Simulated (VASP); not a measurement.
# NaF (Fm-3m) in VASP: relaxation of cell and atoms with r2SCAN

Aim: the relaxation of cell and atoms of NaF with r2SCAN.

All numbers are computed with VASP 6.6.1; they aren't measurements. Logs are shortened: lines on timing, memory, paths and dates and some standing lists are left out, and cuts for length are marked.

**1. The cell of the first run**

Symmetry: Fm-3m, No. 225, cubic system. The conventional cell has a = 4.700 Å, b = 4.700 Å, c = 4.700 Å, α = 90.00°, β = 90.00°, γ = 90.00°. Na (site symmetry m-3m) has 6 F at 2.35 Å within 3.1 Å. F (site symmetry m-3m) has 6 Na at 2.35 Å within 3.1 Å.

**2. Relaxation of cell and atoms, r2SCAN**

The input, POSCAR:

```
NaF
1.0
    0.0000000000      2.3499911958      2.3499911958
    2.3499911958      0.0000000000      2.3499911958
    2.3499911958      2.3499911958      0.0000000000
Na F
1 1
Direct
    0.0000000000      0.0000000000      0.0000000000
    0.5000000000      0.5000000000      0.5000000000
```

The input, INCAR.step1:

```
SYSTEM = NaF
PREC     = Accurate       ! precision mode
ENCUT    = 1250           ! plane-wave cutoff, eV
ISMEAR   = -1             ! smearing method
SIGMA    = 0.02           ! smearing width, eV
LREAL    = .False.        ! projectors in reciprocal space
LASPH    = .True.         ! aspherical terms in the spheres
NELM     = 120            ! most SCF steps
GGA      = PE             ! functional
ALGO     = Normal         ! electronic algorithm
EDIFF    = 1E-5           ! SCF threshold, eV
LWAVE    = .True.         ! write WAVECAR
LCHARG   = .False.        ! write CHGCAR
GGA_COMPAT= .False.      
IBRION   = 2              ! ionic algorithm
ISIF     = 3              ! what is computed and relaxed
EDIFFG   = -0.005         ! ionic threshold
NELMIN   = 4            
NSW      = 100            ! ionic steps
```

The input, INCAR.step2:

```
SYSTEM = NaF
PREC     = Accurate       ! precision mode
ENCUT    = 1250           ! plane-wave cutoff, eV
EDIFF    = 1E-7           ! SCF threshold, eV
ISMEAR   = -1             ! smearing method
SIGMA    = 0.02           ! smearing width, eV
LREAL    = .False.        ! projectors in reciprocal space
LASPH    = .True.         ! aspherical terms in the spheres
NELM     = 120            ! most SCF steps
ALGO     = Normal         ! electronic algorithm
ISIF     = 3              ! what is computed and relaxed
LWAVE    = .False.        ! write WAVECAR
LCHARG   = .False.        ! write CHGCAR
METAGGA  = R2SCAN         ! meta-GGA
LMIXTAU  = .True.       
IBRION   = 2              ! ionic algorithm
NSW      = 80             ! ionic steps
EDIFFG   = -0.005         ! ionic threshold
ISTART   = 1            
GGA_COMPAT= .False.      
NELMIN   = 4
```

The input, KPOINTS:

```
Automatic mesh
0
Gamma
  8 8 8
  0 0 0
```

Potentials or basis: VASP PAW PBE potentials, release 64 (Na_sv, F).

The run is started by

```
$ cat potpaw_PBE.64/Na_sv/POTCAR potpaw_PBE.64/F/POTCAR > POTCAR
$ cp INCAR.step1 INCAR
$ mpirun -np 1 vasp_std > vasp.out
$ cp INCAR.step2 INCAR
$ mpirun -np 1 vasp_std > vasp.out
```

OUTCAR:

```text
SYSTEM = NaF
   PREC = Accurate
   ENCUT = 1250
   EDIFF = 1E-7
   ISMEAR = -1
   LREAL = .False.
   LASPH = .True.
   NELM = 120
   ISIF = 3
   METAGGA = R2SCAN
   IBRION = 2
   NSW = 80
   EDIFFG = -0.005
   ISTART = 1
   NELMIN = 4

 ion  position               nearest neighbor table
   1  0.000  0.000  0.000-
   2  0.500  0.500  0.500-

  LATTYP: Found a face centered cubic cell.
 ALAT       =     4.6999823916

  Lattice vectors:

 A1 = (   0.0000000000,   2.3499911958,   2.3499911958)
 A2 = (   2.3499911958,   0.0000000000,   2.3499911958)
 A3 = (   2.3499911958,   2.3499911958,   0.0000000000)

Analysis of symmetry for initial positions (statically):
=====================================================================
 Subroutine PRICEL returns:
 Original cell was already a primitive cell.

 Routine SETGRP: Setting up the symmetry group for a
 face centered cubic supercell.

 Subroutine GETGRP returns: Found 48 space group operations
 (whereof 48 operations were pure point group operations)
 out of a pool of 48 trial point group operations.

The static configuration has the point symmetry O_h .

Analysis of symmetry for dynamics (positions and initial velocities):
=====================================================================
 Subroutine PRICEL returns:
 Original cell was already a primitive cell.

 Routine SETGRP: Setting up the symmetry group for a
 face centered cubic supercell.

 Subroutine GETGRP returns: Found 48 space group operations
 (whereof 48 operations were pure point group operations)
 out of a pool of 48 trial point group operations.

The dynamic configuration has the point symmetry O_h .

 Subroutine INISYM returns: Found 48 space group operations
 (whereof 48 operations are pure point group operations),
 and found     1 'primitive' translations

----------------------------------------------------------------------------------------

                                     Primitive cell

  volume of cell :      25.9555

  direct lattice vectors                    reciprocal lattice vectors
     0.000000000  2.349991196  2.349991196    -0.212766755  0.212766755  0.212766755
     2.349991196  0.000000000  2.349991196     0.212766755 -0.212766755  0.212766755
     2.349991196  2.349991196  0.000000000     0.212766755  0.212766755 -0.212766755

  length of vectors
     3.323389421  3.323389421  3.323389421     0.368522829  0.368522829  0.368522829

  position of ions in fractional coordinates (direct lattice)
     0.000000000  0.000000000  0.000000000
     0.500000000  0.500000000  0.500000000

  ion indices of the primitive-cell ions
   primitive index   ion index
                 1           1
                 2           2

----------------------------------------------------------------------------------------

 KPOINTS: Automatic mesh

Automatic generation of k-mesh.
 Grid dimensions read from file:
 generate k-points for:    8    8    8

 Generating k-lattice:

  Cartesian coordinates                     Fractional coordinates (reciprocal lattice)
    -0.026595844  0.026595844  0.026595844     0.125000000  0.000000000  0.000000000
     0.026595844 -0.026595844  0.026595844     0.000000000  0.125000000  0.000000000
     0.026595844  0.026595844 -0.026595844     0.000000000  0.000000000  0.125000000

  Length of vectors
     0.046065354  0.046065354  0.046065354

  Shift w.r.t. Gamma in fractional coordinates (k-lattice)
     0.000000000  0.000000000  0.000000000

 Subroutine IBZKPT returns following result:
 ===========================================

 Found     29 irreducible k-points:

 Following reciprocal coordinates:
            Coordinates               Weight
  0.000000  0.000000  0.000000      1.000000
  0.125000  0.000000  0.000000      8.000000
  0.250000  0.000000  0.000000      8.000000
  0.375000  0.000000  0.000000      8.000000
  0.500000  0.000000  0.000000      4.000000
  0.125000  0.125000  0.000000      6.000000
[... 16 lines left out ...]
  0.500000  0.250000  0.125000     48.000000
 -0.375000  0.250000  0.125000     24.000000
 [... further k-points ...]
   k-points           NKPTS =     29   k-points in BZ     NKDIM =     29   number of bands    NBANDS=     12
   number of dos      NEDOS =    301   number of ions     NIONS =      2
   total plane-waves  NPLWV =  64000
   dimension x,y,z NGX =    40 NGY =   40 NGZ =   40
   dimension x,y,z NGXF=    80 NGYF=   80 NGZF=   80
   ions per type =               1   1
   NGX,Y,Z   is equivalent  to a cutoff of  20.01, 20.01, 20.01 a.u.
   NGXF,Y,Z  is equivalent  to a cutoff of  40.02, 40.02, 40.02 a.u.
 SYSTEM =  NaF
   PREC   = accura    normal or accurate (medium, high low for compatibility)
   ISTART =      1    job   : 0-new  1-cont  2-samecut
   ICHARG =      0    charge: 1-file 2-atom 10-const
   ISPIN  =      1    spin polarized calculation?
   LNONCOLLINEAR =      F non collinear calculations
   LSORBIT =      F    spin-orbit coupling
   LASPH  =      T    aspherical Exc in radial PAW
   ENCUT  = 1250.0 eV  91.87 Ry    9.59 a.u.   9.58  9.58  9.58*2*pi/ulx,y,z
   NELM   =    120;   NELMIN=  4; NELMDL=  0     # of ELM steps
   EDIFF  = 0.1E-06   stopping-criterion for ELM
   LREAL  =      F    real-space projection
   EDIFFG = -.5E-02   stopping-criterion for IOM
   NSW    =     80    number of steps for IOM
   IBRION =      2    ionic relax: 0-MD 1-quasi-New 2-CG
   NFREE  =      1    steps in history (QN), initial steepest desc. (CG)
   ISIF   =      3    stress and relaxation
   ISYM   =      2    0-nonsym 1-usesym 2-fastsym
   POTIM  = 0.5000    time-step for ionic-motion
   TEBEG  =    0.0;   TEEND  =   0.0 temperature during run
   PSTRESS=    0.0 pullay stress
   NELECT =      16.0000    total number of electrons
   NUPDOWN=      -1.0000    fix difference up-down
   EMIN   =  10.00;   EMAX   =-10.00  energy-range for DOS
   EFERMI =   0.00;   METHOD = LEGACY
   ISMEAR =    -1;   SIGMA  =   0.02  broadening in eV -4-tet -1-fermi 0-gaus
   EFERMI_NEDOS =   21; number of points for ismear=-14 and -15
   IALGO  =     38    algorithm
   IMIX   =      4    mixing-type and parameters
     AMIX     =   0.40;   BMIX     =  1.00
     AMIX_MAG =   1.60;   BMIX_MAG =  1.00
  volume/ion in A,a.u.               =      12.98        87.58
  Fermi-wavevector in a.u.,A,eV,Ry     =   1.393281  2.632919 26.412049  1.941231
  Thomas-Fermi vector in A             =   2.516942
   LORBIT       =      0    0 simple, 1 ext, 2 COOP (PROOUT), +10 PAW based schemes
   METAGGA = R2SCAN    functional components
   LHFCALC =     F    Hartree Fock is set to
   AEXX    =    0.0000 exact exchange contribution
   IVDW    =     0    specifies the selected vdW correction
   LEPSILON=     F    determine dielectric tensor
   LRPA    =     F    only Hartree local field effects (RPA)
 conjugate gradient relaxation of ions
 non-spin polarized calculation
  energy-cutoff  :     1250.00
  volume of cell :       25.96
 maximum number of plane-waves:      2646
 NGX is ok and might be reduce to    40
   NGX = 19   NGY = 19   NGZ = 19

--------------------------------------- Ionic step        1  -------------------------------------------

 number of electron      15.9999999 magnetization

 Free energy of the ion-electron system (eV)
  ---------------------------------------------------
  ext. energy  EPLUGINS =         0.00000000
  ---------------------------------------------------
  free energy    TOTEN  =       -12.55234454 eV

  energy without entropy =      -12.55234454  energy(sigma->0) =      -12.55234454

------------------------ aborting loop because EDIFF is reached ----------------------------------------

  FORCE on cell =-STRESS in cart. coord.  units (eV):
  Direction    XX          YY          ZZ          XY          YZ          ZX
  --------------------------------------------------------------------------------------
  -------------------------------------------------------------------------------------
  Total       -0.5168432     -0.5168432     -0.5168432     -0.0000000     -0.0000000      0.0000000
  in kB      -31.9036707    -31.9036707    -31.9036707     -0.0000000     -0.0000000      0.0000000
  external PRESSURE =     -31.9036707 kB  Pullay stress =       0.0000000 kB
[... 57 lines left out ...]
  energy  without entropy=      -12.5666297645  energy(sigma->0) =      -12.56662976

--------------------------------------- Ionic step        3  -------------------------------------------

 number of electron      16.0000002 magnetization

 E-fermi :  -1.7933     XC(G=0):  -9.6678

 val. band max:       -2.2298946134   @ k =   0.0000   0.0000   0.0000
 cond. band min:       5.0290958220   @ k =   0.0000   0.0000   0.0000
 fundamental gap:      7.2589904353
 Fermi energy:        -1.7933315654

 k-point     1 :       0.0000    0.0000    0.0000
  band No.  band energies     occupation
      1     -51.2571      2.00000
      2     -22.5556      2.00000
      3     -21.6324      2.00000
      4     -21.6324      2.00000
      5     -21.6324      2.00000
      6      -2.2299      2.00000
      7      -2.2299      2.00000
      8      -2.2299      2.00000
      9       5.0291      0.00000
     10      18.0208      0.00000
     11      18.0208      0.00000
     12      18.0208      0.00000
[... 378 lines left out ...]
  energy  without entropy=      -12.5701536402  energy(sigma->0) =      -12.57015364

--------------------------------------- Ionic step        4  -------------------------------------------

 number of electron      16.0000002 magnetization

 Free energy of the ion-electron system (eV)
  ---------------------------------------------------
  ext. energy  EPLUGINS =         0.00000000
  ---------------------------------------------------
  free energy    TOTEN  =       -12.57017131 eV

  energy without entropy =      -12.57017131  energy(sigma->0) =      -12.57017131

 E-fermi :  -1.7628     XC(G=0):  -9.6790

 val. band max:       -2.2198927207   @ k =   0.0000   0.0000   0.0000
 cond. band min:       5.0512758079   @ k =   0.0000   0.0000   0.0000
 fundamental gap:      7.2711685286
 Fermi energy:        -1.7628208503

 k-point     1 :       0.0000    0.0000    0.0000
  band No.  band energies     occupation
      1     -51.2411      2.00000
      2     -22.5492      2.00000
      3     -21.6162      2.00000
      4     -21.6162      2.00000
      5     -21.6162      2.00000
      6      -2.2199      2.00000
      7      -2.2199      2.00000
      8      -2.2199      2.00000
      9       5.0513      0.00000
     10      18.0466      0.00000
     11      18.0466      0.00000
     12      18.0466      0.00000
[... 374 lines left out ...]
  FREE ENERGIE OF THE ION-ELECTRON SYSTEM (eV)
  ---------------------------------------------------
  free  energy   TOTEN  =       -12.5701713089 eV

  energy  without entropy=      -12.5701713089  energy(sigma->0) =      -12.57017131

 reached required accuracy - stopping structural energy minimisation
```

Run time: 5 min. Hardware: 1 thread of Intel Xeon Platinum 8488C (Sapphire Rapids), shared host; peak memory 0.27 GiB.

What came out:

- Free energy: -12.5702 eV
- Relaxed volume: 12.13 Å³/atom
- Relaxed cell: a = 3.250 Å, b = 3.250 Å, c = 3.250 Å, α = 60.00°, β = 60.00°, γ = 60.00°
- Space group after relaxing (to 0.1 Å): Fm-3m (No. 225)
- Energy gained by relaxing: 8.9 meV/atom
- Ionic steps: 4
- Pressure after relaxing: 0.0 GPa
- Band gap on the k mesh: 7.27 eV

Step by step:
```tsv
step	energy change (eV)	largest force (eV/Å)	pressure (GPa)	volume (Å³)
1	0.0000	0.0000	-3.19	25.96
2	-0.0143	0.0000	-1.52	25.00
3	-0.0178	0.0000	-0.11	24.32
4	-0.0178	0.0000	0.00	24.27
```

Final structure:
```xyz
2
Lattice="0.0000 2.2980 2.2980 2.2980 0.0000 2.2980 2.2980 2.2980 0.0000" Properties=species:S:1:pos:R:3 pbc="T T T"
Na    4.5959    4.5959    4.5959
F     2.2980    2.2980    2.2980
```

Levels at points of the mesh, in eV from the valence-band top:
| k point | band 6 | band 7 | band 8 | band 9 | band 10 | band 11 |
| --- | --- | --- | --- | --- | --- | --- |
| (0.00, 0.00, 0.00) | 0.00 | 0.00 | 0.00 | 7.27 | 20.27 | 20.27 |
| (0.50, 0.00, 0.00) | -1.61 | -0.27 | -0.27 | 11.77 | 13.66 | 21.65 |
| (0.50, 0.50, 0.00) | -1.30 | -0.42 | -0.42 | 14.19 | 14.27 | 15.08 |

Caveat: the PAW data sets were made with another functional, which shifts forces and pressure a little.
